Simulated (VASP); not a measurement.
Crystal: Sc.

```
Sc
1.0
     3.30880    0.00000    0.00000
    -1.65440    2.86550    0.00000
     0.00000    0.00000    5.26800
Sc
2
Direct
  0.33333 0.66667 0.25000
  0.66667 0.33333 0.75000
```

- Program: VASP 6.6.1
- Task: relaxation of cell and atoms
- Functional: PBEsol
- Potentials or basis: VASP PAW PBE potentials, release 64 (Sc_sv)
- Cutoff: 600 eV
- k mesh: 12 × 12 × 8
- Occupations: gaussian, width 0.1 eV
- Spin: no spin polarisation

At the start: pressure -2.8 GPa; volume 24.97 Å³/atom.

Task: How do energy, volume and symmetry change on relaxing?

Result: Over 5 steps the energy falls by 14.1 meV/atom and the volume is 23.66 Å³/atom (-5.3 %); space group P6_3/mmc (No. 194, to 0.05 Å).

Step by step:
```tsv
step	energy change (eV)	largest force (eV/Å)	pressure (GPa)	volume (Å³)
1	0.0000	0.0000	-2.79	49.95
2	-0.0262	0.0000	0.59	46.87
3	-0.0267	0.0000	0.16	47.22
4	-0.0279	0.0000	0.07	47.29
5	-0.0281	0.0000	0.01	47.33
```

Final structure:
```
CELL_PARAMETERS angstrom
3.27674 0.00000 0.00000
-1.63837 2.83774 0.00000
0.00000 0.00000 5.08954
ATOMIC_POSITIONS crystal
Sc 0.33333 0.66667 0.25000
Sc 0.66667 0.33333 0.75000
```

Caveat: the PAW data sets were made with another functional, which shifts forces and pressure a little.
